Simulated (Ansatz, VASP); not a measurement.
# BaF2: VASP beside Ansatz

INCAR

```
SYSTEM = BaF2
  PREC = Accurate
  ENCUT = 520
  EDIFF = 1E-8
  ISMEAR = -1
  SIGMA = 0.01
  LREAL = .FALSE.
  LASPH = .TRUE.
  NELM = 120
  ALGO = Normal
  ISIF = 2
  LWAVE = .FALSE.
  LCHARG = .FALSE.
  LEFG = .TRUE.
  NBANDS = 19
  GGA_COMPAT = .FALSE.
```

File KPOINTS:

```
Automatic mesh
0
G
  8 8 8
  0 0 0
```

File POSCAR:

```
BaF2
1.0
    0.0000000000      3.0367659163      3.0367659163
    3.0367659163      0.0000000000      3.0367659163
    3.0367659163      3.0367659163      0.0000000000
Ba F
1 2
Direct
    0.0000000000      0.0000000000      0.0000000000
    0.2500000000      0.2500000000      0.2500000000
    0.7500000000      0.7500000000      0.7500000000
```

Input for Ansatz:

```yaml
crystal:
  lattice:
    - [0.0, 3.0367659163, 3.0367659163]
    - [3.0367659163, 0.0, 3.0367659163]
    - [3.0367659163, 3.0367659163, 0.0]
  atoms:
    - { symbol: Ba, position: [0.0, 0.0, 0.0] }
    - { symbol: F, position: [0.25, 0.25, 0.25] }
    - { symbol: F, position: [0.75, 0.75, 0.75] }
kpoints:
  mp_grid: { grid: [8, 8, 8] }
scf:
  occupations: { method: fermi_dirac, width: 0.01 }
hamiltonian:
  xc: lda
  pseudopotentials: { kind: all_electron, datasets: crystal }
output:
  forces: true
  stress: true
  eigenvalues: true
  efg: { contact_densities: true }
```

Change from the starting cell: volume scaled by 0.94, crystal datasets.

Alike in both runs: task electric field gradients; functional LDA; k mesh 8 × 8 × 8; occupations fermi-dirac, width 0.01 eV; no spin polarisation.

|  | VASP | Ansatz |
| --- | --- | --- |
| version | VASP 6.6.1 | Ansatz 0.2.0 |
| potentials or method | VASP PAW LDA potentials, release 64 (Ba_sv, F), cutoff 520 eV | all-electron PAW with datasets made for the crystal, scalar-relativistic |

VASP gave:

| Item | Value |
| --- | --- |
| gap on the k mesh at the Fermi level (eV) | 6.63 |
| pressure (GPa) | 0.6 |

Question: Estimate Ansatz's values.

Answer: gap on the k mesh at the Fermi level (eV): 6.70; pressure (GPa): -1.0.

LDA's correlation is that of Perdew and Zunger in VASP and of Perdew and Wang (1992) in Ansatz. Ansatz ran all-electron here, and VASP with PAW potentials.

Spin-orbit coupling is off throughout.
